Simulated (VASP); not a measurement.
# TiC (Fm-3m) in VASP: a series of runs

TiC is run at these levels: r2SCAN; tasks: single point.

Everything below comes from runs of VASP 6.6.1. Logs are shortened: lines on timing, memory, paths and dates and some standing lists are left out, and cuts for length are marked.

**1. The cell of the first run**

It takes space group Fm-3m (No. 225, cubic). The conventional cell has a = 4.331 Å, b = 4.331 Å, c = 4.331 Å, α = 90.00°, β = 90.00°, γ = 90.00°. Ti (site symmetry m-3m) has 6 C at 2.17 Å within 2.9 Å. Within 2.9 Å of C (site symmetry m-3m) lie 6 Ti at 2.17 Å.

**2. Single point, r2SCAN**

POSCAR

```
TiC
1.0
    0.0000000000      2.1657188437      2.1657188437
    2.1657188437      0.0000000000      2.1657188437
    2.1657188437      2.1657188437      0.0000000000
Ti C
1 1
Direct
    0.0000000000      0.0000000000      0.0000000000
    0.5000000000      0.5000000000      0.5000000000
```

INCAR.step1

```
  PREC = Accurate
  ENCUT = 520
  ISMEAR = 0
  SIGMA = 0.05
  LREAL = F
  LASPH = T
  NELM = 80
  NBANDS = 15
  GGA = PE
  ALGO = Normal
  EDIFF = 1E-4
  LWAVE = T
  LCHARG = F
```

INCAR.step2

```
  PREC = Accurate
  ENCUT = 520
  EDIFF = 1E-6
  ISMEAR = 0
  SIGMA = 0.05
  LREAL = F
  LASPH = T
  NELM = 80
  ALGO = Normal
  ISIF = 2
  LWAVE = F
  LCHARG = F
  METAGGA = R2SCAN
  LMIXTAU = T
  NBANDS = 15
  ISTART = 1
```

KPOINTS

```
Automatic mesh
0
Gamma
  9 9 9
```

Potentials or basis: VASP PAW PBE potentials, release 64 (Ti_sv, C).

Run with:

```sh
cat potpaw_PBE.64/Ti_sv/POTCAR potpaw_PBE.64/C/POTCAR > POTCAR
cp INCAR.step1 INCAR
mpirun -np 1 vasp_std > vasp.out
cp INCAR.step2 INCAR
mpirun -np 1 vasp_std > vasp.out
```

OUTCAR:

```text
PREC = Accurate
   ENCUT = 520
   EDIFF = 1E-6
   ISMEAR = 0
   LREAL = F
   LASPH = T
   NELM = 80
   ISIF = 2
   METAGGA = R2SCAN
   ISTART = 1

 ion  position               nearest neighbor table
   1  0.000  0.000  0.000-   2 2.17   2 2.17   2 2.17   2 2.17   2 2.17   2 2.17
   2  0.500  0.500  0.500-   1 2.17   1 2.17   1 2.17   1 2.17   1 2.17   1 2.17

  LATTYP: Found a face centered cubic cell.
 ALAT       =     4.3314376874

  Lattice vectors:

 A1 = (   0.0000000000,   2.1657188437,   2.1657188437)
 A2 = (   2.1657188437,   0.0000000000,   2.1657188437)
 A3 = (   2.1657188437,   2.1657188437,   0.0000000000)

Analysis of symmetry for initial positions (statically):
=====================================================================
 Subroutine PRICEL returns:
 Original cell was already a primitive cell.

 Routine SETGRP: Setting up the symmetry group for a
 face centered cubic supercell.

 Subroutine GETGRP returns: Found 48 space group operations
[... 9 lines left out ...]

 Routine SETGRP: Setting up the symmetry group for a
 face centered cubic supercell.

 Subroutine GETGRP returns: Found 48 space group operations
[... 11 lines left out ...]
                                     Primitive cell

  volume of cell :      20.3159

  direct lattice vectors                    reciprocal lattice vectors
     0.000000000  2.165718844  2.165718844    -0.230870227  0.230870227  0.230870227
     2.165718844  0.000000000  2.165718844     0.230870227 -0.230870227  0.230870227
     2.165718844  2.165718844  0.000000000     0.230870227  0.230870227 -0.230870227

  length of vectors
     3.062788961  3.062788961  3.062788961     0.399878962  0.399878962  0.399878962

  position of ions in fractional coordinates (direct lattice)
[... 8 lines left out ...]
----------------------------------------------------------------------------------------

 KPOINTS: Automatic mesh

Automatic generation of k-mesh.
 Grid dimensions read from file:
 generate k-points for:    9    9    9

 Generating k-lattice:

  Cartesian coordinates                     Fractional coordinates (reciprocal lattice)
    -0.025652247  0.025652247  0.025652247     0.111111111  0.000000000  0.000000000
     0.025652247 -0.025652247  0.025652247     0.000000000  0.111111111  0.000000000
     0.025652247  0.025652247 -0.025652247     0.000000000  0.000000000  0.111111111

  Length of vectors
[... 54 lines left out ...]
   NELM   =     80;   NELMIN=  2; NELMDL=  0     # of ELM steps
   EDIFF  = 0.1E-05   stopping-criterion for ELM
   LREAL  =      F    real-space projection
   EDIFFG = 0.1E-04   stopping-criterion for IOM
   NSW    =      0    number of steps for IOM
   IBRION =     -1    ionic relax: 0-MD 1-quasi-New 2-CG
   NFREE  =      0    steps in history (QN), initial steepest desc. (CG)
   ISIF   =      2    stress and relaxation
   ISYM   =      2    0-nonsym 1-usesym 2-fastsym
   POTIM  = 0.5000    time-step for ionic-motion
   TEBEG  =    0.0;   TEEND  =   0.0 temperature during run
   PSTRESS=    0.0 pullay stress
   NELECT =      16.0000    total number of electrons
   NUPDOWN=      -1.0000    fix difference up-down
   EMIN   =  10.00;   EMAX   =-10.00  energy-range for DOS
   EFERMI =   0.00;   METHOD = LEGACY
   ISMEAR =     0;   SIGMA  =   0.05  broadening in eV -4-tet -1-fermi 0-gaus
   EFERMI_NEDOS =   21; number of points for ismear=-14 and -15
   IALGO  =     38    algorithm
   IMIX   =      4    mixing-type and parameters
     AMIX     =   0.40;   BMIX     =  1.00
     AMIX_MAG =   1.60;   BMIX_MAG =  1.00
  volume/ion in A,a.u.               =      10.16        68.55
  Fermi-wavevector in a.u.,A,eV,Ry     =   1.511829  2.856943 31.097854  2.285628
  Thomas-Fermi vector in A             =   2.621834
   LORBIT       =      0    0 simple, 1 ext, 2 COOP (PROOUT), +10 PAW based schemes
   METAGGA = R2SCAN    functional components
   LHFCALC =     F    Hartree Fock is set to
   AEXX    =    0.0000 exact exchange contribution
   IVDW    =     0    specifies the selected vdW correction
   LEPSILON=     F    determine dielectric tensor
   LRPA    =     F    only Hartree local field effects (RPA)
 non-spin polarized calculation
 Gauss-broadening in eV      SIGMA  =   0.05
  energy-cutoff  :      520.00
  volume of cell :       20.32
 maximum number of plane-waves:       556
   NGX = 11   NGY = 11   NGZ = 11

 number of electron      16.0000000 magnetization

 Free energy of the ion-electron system (eV)
  ---------------------------------------------------
  ext. energy  EPLUGINS =         0.00000000
  ---------------------------------------------------
  free energy    TOTEN  =       -24.86862179 eV

  energy without entropy =      -24.86815067  energy(sigma->0) =      -24.86838623

 E-fermi :   9.3586     XC(G=0): -13.5890

 val. band max:        9.3234663335   @ k =   0.1111   0.0000   0.0000
 cond. band min:       9.6048013096   @ k =   0.1111   0.1111   0.0000
 fundamental gap:      0.2813349760
 Fermi energy:         9.3585954118

 k-point     1 :       0.0000    0.0000    0.0000
  band No.  band energies     occupation
      1     -49.4911      2.00000
      2     -24.4689      2.00000
      3     -24.4688      2.00000
      4     -24.4688      2.00000
      5      -3.7161      2.00000
      6      10.3527      0.00000
      7      10.3527      0.00000
      8      10.3527      0.00000
      9      11.1566      0.00000
     10      11.1566      0.00000
     11      11.1566      0.00000
     12      11.2042      0.00000
     13      11.2042      0.00000
     14      20.6858      0.00000
[... 401 lines left out ...]
      2     -24.9005      2.00000
      3     -24.6357      2.00000
      4     -24.6357      2.00000
      5      -1.4548      2.00000
      6       5.6823      2.00000
      7       8.0326      2.00000
      8       9.2951      1.92734
      9       9.2951      1.92733
     10      12.1862      0.00000
     11      13.3295      0.00000
     12      13.3295      0.00000
     13      15.6055      0.00000
     14      22.0061      0.00000
     15      24.8351      0.00000

 [... further k-points ...]
[... 5 lines left out ...]
  --------------------------------------------------------------------------------------
  -------------------------------------------------------------------------------------
  Total        0.0372045      0.0372045      0.0372045     -0.0000000      0.0000000      0.0000000
  in kB        2.9340626      2.9340626      2.9340626     -0.0000000      0.0000000      0.0000000
  external PRESSURE =       2.9340626 kB  Pullay stress =       0.0000000 kB

 VOLUME and BASIS-vectors are now :
 -----------------------------------------------------------------------------
  energy-cutoff  :      520.00
  volume of cell :       20.32
      direct lattice vectors                 reciprocal lattice vectors
     0.000000000  2.165718844  2.165718844    -0.230870227  0.230870227  0.230870227
     2.165718844  0.000000000  2.165718844     0.230870227 -0.230870227  0.230870227
     2.165718844  2.165718844  0.000000000     0.230870227  0.230870227 -0.230870227

 POSITION                                       TOTAL-FORCE (eV/Angst)
 -----------------------------------------------------------------------------------
      0.00000      0.00000      0.00000         0.000000      0.000000      0.000000
      2.16572      2.16572      2.16572         0.000000      0.000000      0.000000
 -----------------------------------------------------------------------------------
    total drift:                                0.000000     -0.000000     -0.000000

  FREE ENERGIE OF THE ION-ELECTRON SYSTEM (eV)
  ---------------------------------------------------
  free  energy   TOTEN  =       -24.8686217853 eV

  energy  without entropy=      -24.8681506721  energy(sigma->0) =      -24.86838623
```

OUTCAR.step1:

```text
PREC = Accurate
   ENCUT = 520
   ISMEAR = 0
   LREAL = F
   LASPH = T
[... 652 lines left out ...]
 -----------------------------------------------------------------------------------
      0.00000      0.00000      0.00000        -0.000000      0.000000      0.000000
      2.16572      2.16572      2.16572         0.000000     -0.000000     -0.000000
 -----------------------------------------------------------------------------------
    total drift:                                0.000000     -0.000000     -0.000000

  FREE ENERGIE OF THE ION-ELECTRON SYSTEM (eV)
  ---------------------------------------------------
  free  energy   TOTEN  =       -18.7078760258 eV

  energy  without entropy=      -18.7073890781  energy(sigma->0) =      -18.70763255
```

It took 59 s on 1 thread of AMD EPYC 7R43 (Zen 3), shared host; peak memory 0.11 GiB.

What came out:

| Property | Result |
| --- | --- |
| Free energy | -24.8686 eV |
| Pressure | 0.3 GPa |
| Band gap on the k mesh | zero (band 8 reaches 10.35 eV, above the bottom of band 9 at 9.07 eV) |

Levels at points of the mesh, in eV from the Fermi level:
| k point | band 6 | band 7 | band 8 | band 9 | band 10 | band 11 |
| --- | --- | --- | --- | --- | --- | --- |
| (0.00, 0.00, 0.00) | 0.99 | 0.99 | 0.99 | 1.80 | 1.80 | 1.80 |

Caveat: the PAW data sets were made with another functional, which shifts forces and pressure a little.

**3. Single point, r2SCAN**

POSCAR is that of step 2.

INCAR.step1

```
ALGO = Normal
EDIFF = 1E-4
ENCUT = 520
GGA = PE
ISMEAR = 0
LASPH = T
LCHARG = F
LREAL = F
LWAVE = T
NBANDS = 15
NELM = 80
PREC = Accurate
SIGMA = 0.025
```

INCAR.step2

```
ALGO = Normal
EDIFF = 1E-7
ENCUT = 520
ISIF = 2
ISMEAR = 0
ISTART = 1
LASPH = T
LCHARG = F
LMIXTAU = T
LREAL = F
LWAVE = F
METAGGA = R2SCAN
NBANDS = 15
NELM = 80
PREC = Accurate
SIGMA = 0.025
```

KPOINTS

```
k-points
0
Gamma
  9 9 9
```

Potentials or basis: VASP PAW PBE potentials, release 64 (Ti_sv, C).

Run with:

```sh
cat potpaw_PBE.64/Ti_sv/POTCAR potpaw_PBE.64/C/POTCAR > POTCAR
cp INCAR.step1 INCAR
mpirun -np 1 vasp_std > vasp.out
cp INCAR.step2 INCAR
mpirun -np 1 vasp_std > vasp.out
```

It took 73 s on 1 thread of AMD EPYC 7R43 (Zen 3), shared host; peak memory 0.11 GiB.

The run converged. Its results:

```
Free energy            : -24.8684 eV
Pressure               : 0.3 GPa
Band gap on the k mesh : zero (band 8 reaches 10.35 eV, above the bottom of band 9 at 9.07 eV)
```

Levels at points of the mesh, in eV from the Fermi level:
```tsv
k point	band 5	band 6	band 7	band 8	band 9	band 10	band 11	band 12
(0.00, 0.00, 0.00)	-13.06	1.01	1.01	1.01	1.82	1.82	1.82	1.86
```

Caveat: the PAW data sets were made with another functional, which shifts forces and pressure a little.
